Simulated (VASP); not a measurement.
# Cl (Cmce) in VASP: further runs, part 2 of 2

VASP 6.6.1. The steps go on from the part before.

### 3 Single point, LDA (28.47 Å³/atom)

This run uses another cell than the first one, of 28.47 Å³/atom.

File INCAR:

```
SYSTEM = Cl
PREC     = Accurate       ! precision mode
ENCUT    = 520            ! plane-wave cutoff, eV
EDIFF    = 1E-6           ! SCF threshold, eV
ISMEAR   = -1             ! smearing method
SIGMA    = 0.05           ! smearing width, eV
LREAL    = .FALSE.        ! projectors in reciprocal space
LASPH    = .TRUE.         ! aspherical terms in the spheres
NELM     = 80             ! most SCF steps
ALGO     = Normal         ! electronic algorithm
ISIF     = 2              ! what is computed and relaxed
LWAVE    = .FALSE.        ! write WAVECAR
LCHARG   = .FALSE.        ! write CHGCAR
NBANDS   = 22             ! bands
```

File KPOINTS:

```
regular mesh
0
G
  7 7 4
  0 0 0
```

File POSCAR:

```
Cl
1.0
    3.1238919815     -2.2348988739      0.0000000000
    3.1238919815      2.2348988739      0.0000000000
    0.0000000000      0.0000000000      8.1548976686
Cl
4
Direct
    0.3700000000      0.6300000000      0.4000000000
    0.1300000000      0.8700000000      0.9000000000
    0.6300000000      0.3700000000      0.6000000000
    0.8700000000      0.1300000000      0.1000000000
```

Potentials or basis: VASP PAW LDA potentials, release 64 (Cl).

Run with:

```
$ cat potpaw_LDA.64/Cl/POTCAR > POTCAR
$ mpirun -np 1 vasp_std > vasp.out
```

OUTCAR:

```text
SYSTEM = Cl
   PREC = Accurate
   ENCUT = 520
   EDIFF = 1E-6
   ISMEAR = -1
   LREAL = .FALSE.
   LASPH = .TRUE.
   NELM = 80
   ISIF = 2

 ion  position               nearest neighbor table
   1  0.370  0.630  0.400-   3 2.00
   2  0.130  0.870  0.900-   4 2.00
   3  0.630  0.370  0.600-   1 2.00
   4  0.870  0.130  0.100-   2 2.00

  LATTYP: Found a base centered orthorhombic cell.
 ALAT       =     4.4697977478
 B/A-ratio  =     1.3977777778
 C/A-ratio  =     1.8244444444

  Lattice vectors:

 A1 = (  -3.1238919815,  -2.2348988739,   0.0000000000)
 A2 = (   3.1238919815,  -2.2348988739,   0.0000000000)
 A3 = (   0.0000000000,   0.0000000000,   8.1548976686)

Analysis of symmetry for initial positions (statically):
=====================================================================
 Subroutine PRICEL returns:
 Original cell was already a primitive cell.

 Routine SETGRP: Setting up the symmetry group for a
 base centered orthorhombic supercell.

 Subroutine GETGRP returns: Found  8 space group operations
 (whereof  4 operations were pure point group operations)
 out of a pool of  8 trial point group operations.

The static configuration has the point symmetry C_2h.
 The point group associated with its full space group is D_2h.

Analysis of symmetry for dynamics (positions and initial velocities):
=====================================================================
 Subroutine PRICEL returns:
 Original cell was already a primitive cell.

 Routine SETGRP: Setting up the symmetry group for a
 base centered orthorhombic supercell.

 Subroutine GETGRP returns: Found  8 space group operations
 (whereof  4 operations were pure point group operations)
 out of a pool of  8 trial point group operations.

The dynamic configuration has the point symmetry C_2h.
 The point group associated with its full space group is D_2h.

 Subroutine INISYM returns: Found  8 space group operations
 (whereof  4 operations are pure point group operations),
[... 119 lines left out ...]
     AMIX     =   0.40;   BMIX     =  1.00
     AMIX_MAG =   1.60;   BMIX_MAG =  1.00
  volume/ion in A,a.u.               =      28.47       192.11
  Fermi-wavevector in a.u.,A,eV,Ry     =   1.025636  1.938172 14.312374  1.051930
  Thomas-Fermi vector in A             =   2.159487
   LORBIT       =      0    0 simple, 1 ext, 2 COOP (PROOUT), +10 PAW based schemes
   GGA     = CA    functional components
   LHFCALC =     F    Hartree Fock is set to
   AEXX    =    0.0000 exact exchange contribution
   IVDW    =     0    specifies the selected vdW correction
   LEPSILON=     F    determine dielectric tensor
   LRPA    =     F    only Hartree local field effects (RPA)
 non-spin polarized calculation
  energy-cutoff  :      520.00
  volume of cell :      113.87
 maximum number of plane-waves:      3102
 NGX is ok and might be reduce to    30
   NGX = 15   NGY = 15   NGZ = 31

 number of electron      28.0000003 magnetization

 Free energy of the ion-electron system (eV)
  ---------------------------------------------------
  ext. energy  EPLUGINS =         0.00000000
  ---------------------------------------------------
  free energy    TOTEN  =        -8.83944496 eV

  energy without entropy =       -8.83944496  energy(sigma->0) =       -8.83944496

 E-fermi :   0.5463     XC(G=0):  -8.3810

 val. band max:       -0.6136455814   @ k =  -0.4286   0.4286   0.0000
 cond. band min:       1.8206921120   @ k =   0.1429   0.0000   0.0000
 fundamental gap:      2.4343376934
 Fermi energy:         0.5462735495

 k-point     1 :       0.0000    0.0000    0.0000
  band No.  band energies     occupation
      1     -17.2965      2.00000
      2     -17.0805      2.00000
      3     -13.1567      2.00000
      4     -12.5576      2.00000
      5      -6.0682      2.00000
      6      -5.1798      2.00000
[... 589 lines left out ...]
     21       9.5604      0.00000
     22       9.8748      0.00000

 [... further k-points ...]

------------------------ aborting loop because EDIFF is reached ----------------------------------------

  FORCE on cell =-STRESS in cart. coord.  units (eV):
  Direction    XX          YY          ZZ          XY          YZ          ZX
  --------------------------------------------------------------------------------------
  -------------------------------------------------------------------------------------
  Total       -0.8796276     -1.8357499     -2.0831863      0.0000000     -0.0000000      0.0000000
  in kB      -12.3767614    -25.8298387    -29.3113822      0.0000000     -0.0000000      0.0000000
  external PRESSURE =     -22.5059941 kB  Pullay stress =       0.0000000 kB

 VOLUME and BASIS-vectors are now :
 -----------------------------------------------------------------------------
  energy-cutoff  :      520.00
  volume of cell :      113.87
      direct lattice vectors                 reciprocal lattice vectors
     3.123891981 -2.234898874  0.000000000     0.160056751 -0.223723769  0.000000000
     3.123891981  2.234898874  0.000000000     0.160056751  0.223723769  0.000000000
     0.000000000  0.000000000  8.154897669     0.000000000  0.000000000  0.122625696

 POSITION                                       TOTAL-FORCE (eV/Angst)
 -----------------------------------------------------------------------------------
      3.12389      0.58107      3.26196         0.000000     -0.123076     -0.003723
      3.12389      1.65383      7.33941         0.000000      0.123076     -0.003723
      3.12389     -0.58107      4.89294         0.000000      0.123076      0.003723
      3.12389     -1.65383      0.81549         0.000000     -0.123076      0.003723
 -----------------------------------------------------------------------------------
    total drift:                                0.000000     -0.000000     -0.000000

  FREE ENERGIE OF THE ION-ELECTRON SYSTEM (eV)
  ---------------------------------------------------
  free  energy   TOTEN  =        -8.8394449573 eV

  energy  without entropy=       -8.8394449573  energy(sigma->0) =       -8.83944496
```

Wall time 2.8 min (1 thread of Intel Xeon 8259CL, shared host); peak memory 0.23 GiB.

Results:

```
Free energy            : -8.8394 eV
Pressure               : -2.3 GPa
Largest force          : 0.123 eV/Å
Band gap on the k mesh : 2.43 eV (least direct gap 2.49 eV)
```

Forces in eV/Å, atoms in the order of the input:
```
Cl   0.000 -0.123 -0.004
Cl   0.000  0.123 -0.004
Cl   0.000  0.123  0.004
Cl   0.000 -0.123  0.004
```

Levels at points of the mesh, in eV from the valence-band top:
```csv
k point,band 12,band 13,band 14,band 15,band 16,band 17
"(0.00, 0.00, 0.00)",-0.44,-0.16,-0.05,2.44,3.06,6.46
"(0.00, 0.00, 0.50)",-0.71,-0.11,-0.11,2.63,2.63,7.07
```

Caveat: an odd mesh through Γ misses points on the zone boundary, where band edges can lie.
